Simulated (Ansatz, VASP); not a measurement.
# ScTa2: VASP beside Ansatz

Contents of INCAR:

```
SYSTEM = ScTa2
PREC = Accurate
ENCUT = 500
EDIFF = 1E-7
ISMEAR = 0
SIGMA = 0.1
LREAL = .FALSE.
LASPH = .TRUE.
NELM = 120
ALGO = Normal
ISIF = 3
LWAVE = .FALSE.
LCHARG = .FALSE.
GGA = PE
IBRION = 2
NSW = 90
EDIFFG = -0.04
GGA_COMPAT = .FALSE.
NELMIN = 4
```

File KPOINTS:

```
regular mesh
0
G
  6 6 4
  0 0 0
```

The input POSCAR:

```
ScTa2
1.0
    4.0145788800      0.0000000000      0.0000000000
   -2.0072894400      3.4767272900      0.0000000000
    0.0000000000      0.0000000000      4.3372394900
Sc Ta
1 2
Direct
    0.0000000000      0.0000000000      0.0000000000
    0.3333333300      0.6666666700      0.5087273300
    0.6666666700      0.3333333300      0.4912726700
```

Input for Ansatz:

```yaml
crystal:
  lattice:
    - [4.01457888, 0.0, 0.0]
    - [-2.00728944, 3.47672729, 0.0]
    - [0.0, 0.0, 4.33723949]
  atoms:
    - { symbol: Sc, position: [0.0, 0.0, 0.0] }
    - { symbol: Ta, position: [0.33333333, 0.66666667, 0.50872733] }
    - { symbol: Ta, position: [0.66666667, 0.33333333, 0.49127267] }
basis:
  ecutwfc: 420
kpoints:
  mp_grid: { grid: [6, 6, 4] }
hamiltonian:
  xc: pbe
scf:
  occupations: { method: gaussian, width: 0.1 }
  lower_state_search: "off"
output:
  forces: true
  stress: true
  eigenvalues: true
relax:
  adjacent_minimum: "off"
  f_tol: 0.04
  max_steps: 70
  cell: { stress_tol: 0.4 }
```

Alike in both runs: task relaxation of cell and atoms; functional PBE; k mesh 6 × 6 × 4; occupations gaussian, width 0.1 eV; no spin polarisation.

```csv
,VASP,Ansatz
version,VASP 6.6.1,Ansatz 0.2.0
potentials or method,"VASP PAW PBE potentials, release 64 (Sc_sv, Ta_sv_GW), cutoff 500 eV","scalar-relativistic, plane waves, PAW"
valence electrons in the cell,37,37
```

|  | VASP | Ansatz | Ansatz less VASP |
| --- | --- | --- | --- |
| gap on the k mesh at the Fermi level, each at its own relaxed structure (eV) | none | none | - |
| relaxed volume (Å³/atom) | 19.80 | 19.59 | -0.215 |
| relaxed cell length with the largest relative difference (Å) | 2.958 | 2.946 | -0.0116 |

A gap of «none» marks a metal or a gap that the smearing closes.

The k mesh is coarse, so the values compare programs but aren't converged. Neither program's run includes spin-orbit coupling.
